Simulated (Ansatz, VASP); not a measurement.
# CsSe2N in VASP and in Ansatz

```
Se N Cs
1.0
     3.95731    0.00000    0.00000
    -1.97866    3.42714    0.00000
     0.00000   -2.28476    7.54330
Se N Cs
2 1 1
Direct
  0.23179 0.46358 0.69537
  0.76821 0.53642 0.30463
  0.50000 0.00000 0.50000
  0.00000 0.00000 0.00000
```

Alike in both runs: task relaxation of cell and atoms; functional revPBE; k mesh 6 × 6 × 6; occupations gaussian, width 0.0362 eV; no spin polarisation.

|  | VASP | Ansatz |
| --- | --- | --- |
| version | VASP 6.6.1 | Ansatz 0.2.0 |
| potentials or method | VASP PAW PBE potentials, release 64 (Se, N, Cs_sv), cutoff 600 eV | PAW plane waves |
| valence electrons in the cell | 26 | 46 |

VASP gave:

| Property | Result |
| --- | --- |
| gap on the k mesh at the Fermi level, each at its own relaxed structure (eV) | none |
| relaxed volume (Å³/atom) | 25.31 |
| relaxed length of the cell vector where the two differ most in proportion (Å) | 3.793 |

Problem. Which values does Ansatz return?

Solution. gap on the k mesh at the Fermi level, each at its own relaxed structure (eV): none; relaxed volume (Å³/atom): 25.25; relaxed length of the cell vector where the two differ most in proportion (Å): 3.788.

VASP's potentials were made for PBE, not for revPBE. A gap of «none» marks a metal or a gap that the smearing closes. VASP's potentials hold 26 valence electrons a cell and Ansatz's 46, so a difference there can come from the potentials and not from the codes. Ansatz's warnings: structure snapped to symmetry.

Spin-orbit coupling is off throughout.
